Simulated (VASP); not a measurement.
A run of VASP 6.6.1 is set up as follows.

INCAR

```
SYSTEM = Al3Ni5
PREC = Accurate
ENCUT = 520
EDIFF = 1E-7
ISMEAR = 0
SIGMA = 0.1
LREAL = .False.
LASPH = .True.
NELM = 60
ALGO = Fast
ISIF = 2
LWAVE = .False.
LCHARG = .True.
LELF = .True.
LVHAR = .True.
NBANDS = 40
```

KPOINTS

```
Automatic mesh
0
Gamma
  8 8 10
  0 0 0
```

The input POSCAR:

```
Al3Ni5
1.0
    3.2550995832     -3.6541705149      0.0000000000
    3.2550995832      3.6541705149      0.0000000000
    0.0000000000      0.0000000000      3.6829050361
Al Ni
3 5
Direct
    0.5000000000      0.5000000000      0.0000000000
    0.7802725193      0.2197274807      0.5000000000
    0.2197274807      0.7802725193      0.5000000000
    0.0000000000      0.0000000000      0.0000000000
    0.0000000000      0.5000000000      0.0000000000
    0.5000000000      0.0000000000      0.0000000000
    0.2767725015      0.2767725015      0.5000000000
    0.7232274985      0.7232274985      0.5000000000
```

Potentials or basis: VASP PAW LDA potentials, release 64 (Al, Ni).

Run with:

```bash
$ cat potpaw_LDA.64/Al/POTCAR potpaw_LDA.64/Ni/POTCAR > POTCAR
$ mpirun -np 1 vasp_std > vasp.out
```

(1) Estimate the pressure.

(2) Estimate the band gap on the k mesh.

Answers

(1) 0.4 GPa.

(2) zero (an odd number of electrons rules out a gap without spin polarisation).
